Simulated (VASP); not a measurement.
The system is WS.

```
CELL_PARAMETERS angstrom
3.00789 0.00000 0.00000
0.00000 3.00789 0.00000
0.00000 0.00000 3.00789
ATOMIC_POSITIONS crystal
W 0.50000 0.50000 0.50000
S 0.00000 0.00000 0.00000
```

| Quantity | Value |
| --- | --- |
| Program | VASP 6.6.1 |
| Task | relaxation of cell and atoms |
| Functional | PBEsol |
| Dispersion | D4 |
| Potentials or basis | VASP PAW PBE potentials, release 64 (W_sv, S) |
| Cutoff | 600 eV |
| k mesh | 9 × 9 × 9 |
| Occupations | fermi-dirac, width 0.05 eV |
| Spin | no spin polarisation |

At the start: pressure -10.8 GPa; volume 13.61 Å³/atom.

Task: How do energy, volume and symmetry change on relaxing?

Result: Over 4 steps the energy falls by 19.8 meV/atom and the volume is 13.04 Å³/atom (-4.1 %); space group Pm-3m (No. 221, to 0.1 Å) before and after.

Step by step:
```csv
step,energy change (eV),largest force (eV/Å),pressure (GPa),volume (Å³)
1,0.0000,0.0000,-10.77,27.21
2,0.1740,0.0000,32.22,23.77
3,-0.0395,0.0000,-0.37,26.12
4,-0.0396,0.0000,-0.07,26.09
```

Final structure:
```
W S
1.0
     2.96589    0.00000    0.00000
     0.00000    2.96589    0.00000
     0.00000    0.00000    2.96589
W S
1 1
Direct
  0.50000 0.50000 0.50000
  0.00000 0.00000 0.00000
```

Caveat: the PAW data sets were made with another functional, which shifts forces and pressure a little.
